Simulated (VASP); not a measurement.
# C (Fd-3m) in VASP: further runs, part 2 of 2

VASP 6.6.1.

### 4 Vibrations by perturbation theory, PBEsol (phonons at volume x 0.98)

Contents of INCAR:

```
PREC = Accurate
ENCUT = 520
EDIFF = 1E-8
ISMEAR = 0
SIGMA = 0.01
LREAL = False
LASPH = True
NELM = 80
ALGO = Normal
ISIF = 2
LWAVE = False
LCHARG = False
GGA = PS
NBANDS = 11
IBRION = 8
NSW = 1
LEPSILON = True
```

Contents of KPOINTS:

```
regular mesh
0
Gamma
  12 12 12
```

Contents of POSCAR:

```
C
1.0
    0.0000000000      1.7649787203      1.7649787203
    1.7649787203      0.0000000000      1.7649787203
    1.7649787203      1.7649787203      0.0000000000
C
2
Direct
    0.5000000000      0.5000000000      0.5000000000
    0.7500000000      0.7500000000      0.7500000000
```

Potentials or basis: VASP PAW PBE potentials, release 64 (C).

Launch:

```sh
$ cat potpaw_PBE.64/C/POTCAR > POTCAR
$ mpirun -np 1 vasp_std > vasp.out
```

OUTCAR:

```text
PREC = Accurate
   ENCUT = 520
   EDIFF = 1E-8
   ISMEAR = 0
   LREAL = False
   LASPH = True
   NELM = 80
   ISIF = 2
   GGA = PS
   IBRION = 8
   NSW = 1
   LEPSILON = True

 ion  position               nearest neighbor table
   1  0.500  0.500  0.500-   2 1.53   2 1.53   2 1.53   2 1.53
   2  0.750  0.750  0.750-   1 1.53   1 1.53   1 1.53   1 1.53

  LATTYP: Found a face centered cubic cell.
 ALAT       =     3.5299574406

[... 659 lines left out ...]
      2.647468  2.647468  2.647468     0.000000    0.707107    0.000000
[... 21 lines left out ...]
   6 f  =    0.000000 THz     0.000000 2PiTHz    0.000000 cm-1     0.000000 meV
             X         Y         Z           dx          dy          dz
      1.764979  1.764979  1.764979     0.000000    0.000000    0.707107
      2.647468  2.647468  2.647468     0.000000    0.000000    0.707107

--------------------------------------------------------------------------------------------------------

 MACROSCOPIC STATIC DIELECTRIC TENSOR IONIC CONTRIBUTION
 ------------------------------------------------------
           0.000000    -0.000000     0.000000
          -0.000000     0.000000    -0.000000
           0.000000    -0.000000     0.000000
 ------------------------------------------------------

 ELASTIC MODULI CONTR FROM IONIC RELAXATION (kBar)
 Direction    XX          YY          ZZ          XY          YZ          ZX
 --------------------------------------------------------------------------------
 XX           0.0000      0.0000      0.0000      0.0000      0.0000      0.0000
 YY           0.0000      0.0000      0.0000      0.0000      0.0000      0.0000
 ZZ           0.0000      0.0000      0.0000      0.0000      0.0000      0.0000
 XY           0.0000      0.0000      0.0000    -98.2029      0.0000      0.0000
 YZ           0.0000      0.0000      0.0000      0.0000    -98.2029      0.0000
 ZX           0.0000      0.0000      0.0000      0.0000      0.0000    -98.2029
 --------------------------------------------------------------------------------

 PIEZOELECTRIC TENSOR IONIC CONTR  for field in x, y, z        (C/m^2)
          XX          YY          ZZ          XY          YZ          ZX
  --------------------------------------------------------------------------------
  x     0.00000     0.00000     0.00000    -0.00000    -0.00000     0.00000
  y     0.00000     0.00000     0.00000     0.00000     0.00000    -0.00000
  z     0.00000     0.00000     0.00000    -0.00000    -0.00000     0.00000
```

It took 85 s on 1 thread of Intel Xeon Platinum 8488C (Sapphire Rapids), shared host; peak memory 0.18 GiB.

What came out:

- Electronic dielectric tensor (diagonal): 5.84
- Born charges (mean of the diagonal): C +0.00 e
- Highest phonon frequency at Γ: 1336 cm⁻¹

Phonon frequencies in cm⁻¹ (negative: imaginary):
```tsv
q point	frequencies
(0.000, 0.000, 0.000)	0 0 0 1336 1336 1336
```

Electronic dielectric tensor:
```
5.84 0.00 0.00
0.00 5.84 0.00
0.00 0.00 5.84
```

Born effective charge tensors (e):
atom 1, C
```
0.00 0.00 0.00
0.00 0.00 0.00
0.00 0.00 0.00
```
atom 2, C
```
0.00 0.00 0.00
0.00 0.00 0.00
0.00 0.00 0.00
```

Caveat: the cell differs from its parent crystal (phonons at volume x 0.98); the cell wasn't relaxed at this level first, which shifts response properties; the PAW data sets were made with another functional, which shifts forces and pressure a little.

### 5 Vibrations by perturbation theory, PBEsol

This run uses another cell than the first one, of 5.55 Å³/atom, 1.013 times its volume.

INCAR, as its differences from that of step 4:

```diff
@@ -11,5 +11,4 @@
 LWAVE = False
-LCHARG = False
+LCHARG = True
 GGA = PS
-NBANDS = 11
 IBRION = 8
```

Contents of KPOINTS:

```
Automatic mesh
0
Gamma
  12 12 12
```

Contents of POSCAR:

```
C
1.0
    0.0000000000      1.7704521176      1.7704521176
    1.7704521176      0.0000000000      1.7704521176
    1.7704521176      1.7704521176      0.0000000000
C
2
Direct
    0.5000000000      0.5000000000      0.5000000000
    0.7500000000      0.7500000000      0.7500000000
```

Potentials or basis: VASP PAW PBE potentials, release 64 (C).

Launch:

```sh
$ cat potpaw_PBE.64/C/POTCAR > POTCAR
$ mpirun -np 1 vasp_std > vasp.out
```

OUTCAR:

```text
PREC = Accurate
   ENCUT = 520
   EDIFF = 1E-8
   ISMEAR = 0
   LREAL = False
   LASPH = True
   NELM = 80
   ISIF = 2
   GGA = PS
   IBRION = 8
   NSW = 1
   LEPSILON = True

 ion  position               nearest neighbor table
   1  0.500  0.500  0.500-   2 1.53   2 1.53   2 1.53   2 1.53
   2  0.750  0.750  0.750-   1 1.53   1 1.53   1 1.53   1 1.53

  LATTYP: Found a face centered cubic cell.
 ALAT       =     3.5409042352

  Lattice vectors:

 A1 = (   0.0000000000,   1.7704521176,   1.7704521176)
 A2 = (   1.7704521176,   0.0000000000,   1.7704521176)
 A3 = (   1.7704521176,   1.7704521176,   0.0000000000)

Analysis of symmetry for initial positions (statically):
=====================================================================
 Subroutine PRICEL returns:
 Original cell was already a primitive cell.

 Routine SETGRP: Setting up the symmetry group for a
 face centered cubic supercell.

 Subroutine GETGRP returns: Found 48 space group operations
 (whereof 24 operations were pure point group operations)
 out of a pool of 48 trial point group operations.

The static configuration has the point symmetry T_d .
 The point group associated with its full space group is O_h .

Analysis of symmetry for dynamics (positions and initial velocities):
=====================================================================
 Subroutine PRICEL returns:
 Original cell was already a primitive cell.

 Routine SETGRP: Setting up the symmetry group for a
 face centered cubic supercell.

 Subroutine GETGRP returns: Found 48 space group operations
 (whereof 24 operations were pure point group operations)
 out of a pool of 48 trial point group operations.

The dynamic configuration has the point symmetry T_d .
 The point group associated with its full space group is O_h .

 Subroutine INISYM returns: Found 48 space group operations
 (whereof 24 operations are pure point group operations),
 and found     1 'primitive' translations

----------------------------------------------------------------------------------------

                                     Primitive cell

  volume of cell :      11.0990

  direct lattice vectors                    reciprocal lattice vectors
     0.000000000  1.770452118  1.770452118    -0.282413738  0.282413738  0.282413738
     1.770452118  0.000000000  1.770452118     0.282413738 -0.282413738  0.282413738
     1.770452118  1.770452118  0.000000000     0.282413738  0.282413738 -0.282413738

  length of vectors
     2.503797396  2.503797396  2.503797396     0.489154943  0.489154943  0.489154943

[... 451 lines left out ...]
    -0.00009  0.00000  0.00000           ( -0.00000  0.00000  0.00000)
     0.00000 -0.00009  0.00000           (  0.00000 -0.00000  0.00000)
     0.00000  0.00000 -0.00026           (  0.00000  0.00000 -0.00001)

 PIEZOELECTRIC TENSOR FIELD DIRECTION 3  (C/m^2)
 -----------------------------------------------------------------------------
    -0.00014  0.00000  0.00000
     0.00000 -0.00014  0.00000
     0.00000  0.00000 -0.00037

--------------------------------------- Ionic step        4  -------------------------------------------

 Free energy of the ion-electron system (eV)
  ---------------------------------------------------
  ---------------------------------------------------
  free energy    TOTEN  =        -0.11187409 eV

  energy without entropy =       -0.11187409

------------------------ aborting loop because EDIFF is reached ----------------------------------------

 INTERNAL STRAIN TENSOR  FOR ION    1  DIRECTION 1   (eV/Angst):
 -----------------------------------------------------------------------------
     0.00517  0.00000  0.00000
     0.00000 -0.00209  4.62123
     0.00000  4.62123 -0.00209

 MACROSCOPIC STATIC DIELECTRIC TENSOR (including local field effects in DFT)
 ------------------------------------------------------
           5.855253     0.000000    -0.000000
           0.000000     5.855253     0.000000
          -0.000000     0.000000     5.855253
 ------------------------------------------------------

 PIEZOELECTRIC TENSOR (including local field effects)  for field in x, y, z        (e  Angst)
          XX          YY          ZZ          XY          YZ          ZX
  --------------------------------------------------------------------------------
  x     0.00000    -0.00000    -0.00000     0.00000     0.00000    -0.00000
  y     0.00000     0.00000     0.00000    -0.00000     0.00000    -0.00000
  z     0.00000     0.00000     0.00000     0.00000    -0.00000     0.00000

 PIEZOELECTRIC TENSOR (including local field effects)  for field in x, y, z        (C/m^2)
          XX          YY          ZZ          XY          YZ          ZX
  --------------------------------------------------------------------------------
  x     0.00000    -0.00000    -0.00000     0.00000     0.00000    -0.00000
  y     0.00000     0.00000     0.00000    -0.00000     0.00000    -0.00000
  z     0.00000     0.00000     0.00000     0.00000    -0.00000     0.00000

 BORN EFFECTIVE CHARGES (including local field effects) (in |e|, cummulative output)
 ---------------------------------------------------------------------------------
 ion    1
    1     0.00000     0.00000     0.00000
    2    -0.00000     0.00000    -0.00000
    3     0.00000    -0.00000     0.00000
 ion    2
    1    -0.00000     0.00000    -0.00000
    2     0.00000    -0.00000     0.00000
    3    -0.00000     0.00000    -0.00000

 INTERNAL STRAIN TENSOR FOR ION    2 for displacements in x,y,z  (eV/Angst):
          X           Y           Z          XY          YZ          ZX
  --------------------------------------------------------------------------------
  x    -0.00000     0.00000     0.00000     0.00000    -4.62123     0.00000
  y     0.00000     0.00000     0.00000     0.00000     0.00000    -4.62123
  z     0.00000     0.00000    -0.00000    -4.62123     0.00000     0.00000

 SECOND DERIVATIVES (NOT SYMMETRIZED)
 ------------------------------------
               1X          1Y          1Z          2X          2Y          2Z
  1X   -38.714885    0.000000    0.000000   38.714885    0.000000    0.000000
  1Y     0.000000  -38.714885    0.000000    0.000000   38.714885    0.000000
  1Z     0.000000    0.000000  -38.714885    0.000000    0.000000   38.714885
  2X    38.714885    0.000000    0.000000  -38.714885    0.000000    0.000000
  2Y     0.000000   38.714885    0.000000    0.000000  -38.714885    0.000000
  2Z     0.000000    0.000000   38.714885    0.000000    0.000000  -38.714885

 Eigenvectors and eigenvalues of the dynamical matrix
 ----------------------------------------------------

   1 f  =   39.693110 THz   249.399165 2PiTHz 1324.019629 cm-1   164.157438 meV
             X         Y         Z           dx          dy          dz
      1.770452  1.770452  1.770452     0.000000   -0.707107    0.000000
      2.655678  2.655678  2.655678     0.000000    0.707107    0.000000
[... 21 lines left out ...]
   6 f  =    0.000000 THz     0.000000 2PiTHz    0.000000 cm-1     0.000000 meV
             X         Y         Z           dx          dy          dz
      1.770452  1.770452  1.770452     0.000000    0.000000    0.707107
      2.655678  2.655678  2.655678     0.000000    0.000000    0.707107

--------------------------------------------------------------------------------------------------------

 MACROSCOPIC STATIC DIELECTRIC TENSOR IONIC CONTRIBUTION
 ------------------------------------------------------
           0.000000    -0.000000     0.000000
          -0.000000     0.000000    -0.000000
           0.000000    -0.000000     0.000000
 ------------------------------------------------------

 ELASTIC MODULI CONTR FROM IONIC RELAXATION (kBar)
 Direction    XX          YY          ZZ          XY          YZ          ZX
 --------------------------------------------------------------------------------
 XX          -0.0000      0.0000      0.0000      0.0000     -0.0000      0.0000
 YY           0.0000     -0.0000     -0.0000      0.0000      0.0000      0.0000
 ZZ           0.0000     -0.0000     -0.0000     -0.0000      0.0000      0.0000
 XY           0.0000      0.0000     -0.0000    -79.6279      0.0000      0.0000
 YZ          -0.0000      0.0000      0.0000      0.0000    -79.6279      0.0000
 ZX           0.0000      0.0000      0.0000      0.0000      0.0000    -79.6279
 --------------------------------------------------------------------------------

 PIEZOELECTRIC TENSOR IONIC CONTR  for field in x, y, z        (C/m^2)
          XX          YY          ZZ          XY          YZ          ZX
  --------------------------------------------------------------------------------
  x     0.00000    -0.00000    -0.00000     0.00000     0.00000     0.00000
  y    -0.00000    -0.00000    -0.00000    -0.00000    -0.00000     0.00000
  z    -0.00000    -0.00000     0.00000     0.00000     0.00000    -0.00000
```

stdout:

```text
POSCAR found type information on POSCAR C
 POSCAR found :  1 types and       2 ions
 scaLAPACK will be used
 -----------------------------------------------------------------------------
|                                                                             |
|                                                                             |
|     You enforced a specific xc type in the INCAR file but a different       |
[... 34 lines left out ...]
  Direction:   3
 dielectric tensor                  component  3 :     0.212     1.015     5.855
 Linear response DOF=           1
 Linear response progress:
 first order change of Fermi-energy   0.16234E-03
 force on displaced ion       1 direction 1 : -38.715   0.000   0.000
 Born effective charge ion    1 direction 1 :  -0.000   0.000   0.000
 Born effective charges drift removed
 Linear response finished
```

It took 63 s on 1 thread of Intel Xeon Platinum 8488C (Sapphire Rapids), shared host; peak memory 0.18 GiB.

Results:

| Quantity | Value |
| --- | --- |
| Electronic dielectric tensor (diagonal) | 5.86 |
| Born charges (mean of the diagonal) | C +0.00 e |
| Highest phonon frequency at Γ | 1324 cm⁻¹ |

Phonon frequencies in cm⁻¹ (negative: imaginary):
| q point | frequencies |
| --- | --- |
| (0.000, 0.000, 0.000) | 0 0 0 1324 1324 1324 |

Electronic dielectric tensor:
```
5.86 0.00 0.00
0.00 5.86 0.00
0.00 0.00 5.86
```

Born effective charge tensors (e):
atom 1, C
```
0.00 0.00 0.00
0.00 0.00 0.00
0.00 0.00 0.00
```
atom 2, C
```
0.00 0.00 0.00
0.00 0.00 0.00
0.00 0.00 0.00
```

Caveat: the cell wasn't relaxed at this level first, which shifts response properties; the PAW data sets were made with another functional, which shifts forces and pressure a little.
